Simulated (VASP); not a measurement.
Write the native input for VASP 6.6.1 that does the following.

```
Task                   : electric field gradients
Functional             : PBEsol
Potentials or basis    : VASP PAW PBE potentials, release 64 (Sn_d, Se)
Cutoff                 : 520 eV
k mesh                 : 7 × 7 × 7
Occupations            : fermi-dirac, width 0.01 eV
Spin                   : no spin polarisation
Dipole correction      : no
Further INCAR settings : ALGO = Normal; EDIFF = 1e-08; NBANDS = 17
```

The structure of SnSe lies in POSCAR:

```
SnSe
1.0
    0.0000000000      2.9485541872      2.9485541872
    2.9485541872      0.0000000000      2.9485541872
    2.9485541872      2.9485541872      0.0000000000
Sn Se
1 1
Direct
    0.0000000000      0.0000000000      0.0000000000
    0.5000000000      0.5000000000      0.5000000000
```

This cell differs from its parent crystal: volume scaled by 0.94.

The input as run:

INCAR

```
SYSTEM = SnSe
PREC = Accurate
ENCUT = 520
EDIFF = 1E-8
ISMEAR = -1
SIGMA = 0.01
LREAL = .False.
LASPH = .True.
NELM = 60
ALGO = Normal
ISIF = 2
LWAVE = .False.
LCHARG = .False.
GGA = PS
LEFG = .True.
NBANDS = 17
```

KPOINTS

```
regular mesh
0
Gamma
  7 7 7
  0 0 0
```

Potentials or basis: VASP PAW PBE potentials, release 64 (Sn_d, Se).

Run with:

```sh
$ cat potpaw_PBE.64/Sn_d/POTCAR potpaw_PBE.64/Se/POTCAR > POTCAR
$ mpirun -np 1 vasp_std > vasp.out
```

It gave:

The pressure is 1.5 GPa.

Caveat: without QUAD_EFG the Cq values of the log hold for a quadrupole moment of 1 mb, not for the nuclei; the PAW data sets were made with another functional, which shifts forces and pressure a little.

Wall time 12 s on 1 thread of Intel Xeon 6975P-C, on a shared host, peak memory 0.18 GiB.
